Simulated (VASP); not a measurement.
Set up this calculation in VASP 6.6.1, as the native input.

| Item | Value |
| --- | --- |
| Task | single point |
| Functional | PBE |
| Potentials or basis | VASP PAW PBE potentials, release 64 (P, C) |
| Cutoff | 520 eV |
| k mesh | 6 × 6 × 2 |
| Occupations | gaussian, width 0.1 eV |
| Spin | no spin polarisation |
| Dipole correction | no |
| Further INCAR settings | ALGO = Normal; EDIFF = 1e-06; NBANDS = 18 |

The structure of PC4 lies in POSCAR:

```
PC4
1.0
    2.8406876000      0.0000000000      0.0000000000
   -1.4203438000      2.4601076200      0.0000000000
    0.0000000000      0.0000000000      9.1341780800
P C
1 4
Direct
    0.0000000000      0.0000000000      0.0000000000
    0.3333333300      0.6666666700      0.8658552800
    0.3333333300      0.6666666700      0.3767953500
    0.6666666700      0.3333333300      0.1341447200
    0.6666666700      0.3333333300      0.6232046500
```

The cell was built from a structure type or drawn by symmetry, and may not be a known phase.

These files were run (other wordings do the same):

INCAR

```
SYSTEM = PC4
  ALGO = Normal
  EDIFF = 1E-6
  ENCUT = 520
  GGA = PE
  ISIF = 2
  ISMEAR = 0
  LASPH = .TRUE.
  LCHARG = .FALSE.
  LREAL = .FALSE.
  LWAVE = .FALSE.
  NBANDS = 18
  NELM = 60
  PREC = Accurate
  SIGMA = 0.1
```

KPOINTS

```
k-points
0
G
  6 6 2
  0 0 0
```

Potentials or basis: VASP PAW PBE potentials, release 64 (P, C).

The run is started by

```sh
$ cat potpaw_PBE.64/P/POTCAR potpaw_PBE.64/C/POTCAR > POTCAR
$ mpirun -np 1 vasp_std > vasp.out
```

It gave:

```yaml
Pressure: -21.9 GPa
Largest_force: 2.268 eV/Å
Band_gap_on_the_k_mesh: zero (an odd number of electrons rules out a gap without spin polarisation)
```

Caveat: the k points lie up to 0.43 Å⁻¹ apart, too coarse for converged energies and pressures of a metal; forces of over 1 eV/Å act on the atoms, so gaps and moduli don't describe the material at rest.

Run time: 19 s on 1 thread of Intel(R) Xeon(R) Platinum 8488C (Sapphire Rapids), on a shared host, peak memory 0.18 GiB.
